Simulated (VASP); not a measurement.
Write the native input for VASP 6.6.1 that does the following.

* Task: single point
* Functional: PBE
* Potentials or basis: VASP PAW PBE potentials, release 64 (Cs_sv, Sn_d, I)
* Cutoff: 520 eV
* k mesh: 6 × 6 × 6
* Occupations: gaussian, width 0.03 eV
* Spin: no spin polarisation
* Dipole correction: no
* Further INCAR settings: ALGO = Normal; EDIFF = 1e-07; NBANDS = 30

The structure of CsSnI3 lies in POSCAR:

```
CsSnI3
1.0
    6.2057000000      0.0000000000      0.0000000000
    0.0000000000      6.2057000000      0.0000000000
    0.0000000000      0.0000000000      6.3918710000
Cs Sn I
1 1 3
Direct
    0.0000000000      0.0000000000      0.0000000000
    0.5000000000      0.5000000000      0.5000000000
    0.0000000000      0.5000000000      0.5000000000
    0.5000000000      0.0000000000      0.5000000000
    0.5000000000      0.5000000000      0.0000000000
```

This cell differs from its parent crystal: strain +0.000 along x and y, +0.030 along z.

The input as run:

INCAR

```
SYSTEM = CsSnI3
PREC = Accurate
ENCUT = 520
EDIFF = 1E-7
ISMEAR = 0
SIGMA = 0.03
LREAL = .FALSE.
LASPH = .TRUE.
NELM = 60
ALGO = Normal
ISIF = 2
LWAVE = .FALSE.
LCHARG = .FALSE.
GGA = PE
NBANDS = 30
```

KPOINTS

```
regular mesh
0
G
  6 6 6
  0 0 0
```

Potentials or basis: VASP PAW PBE potentials, release 64 (Cs_sv, Sn_d, I).

The run is started by

```bash
$ cat potpaw_PBE.64/Cs_sv/POTCAR potpaw_PBE.64/Sn_d/POTCAR potpaw_PBE.64/I/POTCAR > POTCAR
$ mpirun -np 1 vasp_std > vasp.out
```

Results of the run:

```
Pressure               : 0.2 GPa
Band gap on the k mesh : 0.31 eV
```

Caveat: the cell differs from its parent crystal (strain +0.000 along x and y, +0.030 along z); spin-orbit coupling is left out, which moves the levels of the heavy elements.

Wall time 120 s on 1 thread of Intel(R) Xeon(R) 6975P-C (Granite Rapids), on a shared host, peak memory 0.5 GiB.
